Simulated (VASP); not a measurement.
Write the native input for VASP 6.6.1 that does the following.

```yaml
Task: single point
Functional: PBE
Dispersion: D3(BJ)
Potentials_or_basis: VASP PAW PBE potentials, release 64 (Ge_d, Sb, Te)
Cutoff: 520 eV
k_mesh: 9 × 9 × 2
Occupations: gaussian, width 0.01 eV
Spin: no spin polarisation
Dipole_correction: no
Further_INCAR_settings: ALGO = Normal; EDIFF = 1e-06; NBANDS = 44
```

The structure of Ge2Sb2Te5 lies in POSCAR:

```
Ge2Sb2Te5
1.0
    4.2318253388      0.0000000000      0.0000000000
   -2.1159126694      3.6648682478      0.0000000000
    0.0000000000      0.0000000000     16.8741442441
Ge Sb Te
2 2 5
Direct
    0.3333333333      0.6666666667      0.8992237466
    0.6666666667      0.3333333333      0.1007762534
    0.0000000000      0.0000000000      0.6819539226
    0.0000000000      0.0000000000      0.3180460774
    0.0000000000      0.0000000000      0.0000000000
    0.6666666667      0.3333333333      0.8007230444
    0.3333333333      0.6666666667      0.1992769556
    0.3333333333      0.6666666667      0.5795903896
    0.6666666667      0.3333333333      0.4204096104
```

The input as run:

INCAR

```
PREC = Accurate
ENCUT = 520
EDIFF = 1E-6
ISMEAR = 0
SIGMA = 0.01
LREAL = False
LASPH = True
NELM = 80
ALGO = Normal
ISIF = 2
LWAVE = False
LCHARG = False
GGA = PE
IVDW = 12
NBANDS = 44
```

KPOINTS

```
Automatic mesh
0
Gamma
  9 9 2
```

Potentials or basis: VASP PAW PBE potentials, release 64 (Ge_d, Sb, Te).

Command:

```sh
$ cat potpaw_PBE.64/Ge_d/POTCAR potpaw_PBE.64/Sb/POTCAR potpaw_PBE.64/Te/POTCAR > POTCAR
$ mpirun -np 1 vasp_std > vasp.out
```

It gave:

```
Pressure                   : 0.0 GPa
Largest force              : 0.026 eV/Å
Band gap on the k mesh     : 0.12 eV, direct
Dispersion energy per atom : -0.432 eV
```

Caveat: spin-orbit coupling is left out, which moves the levels of the heavy elements.

It took 9.2 min on 1 thread of Intel(R) Xeon(R) Platinum 8488C (Sapphire Rapids) (shared host), peak memory 0.5 GiB.
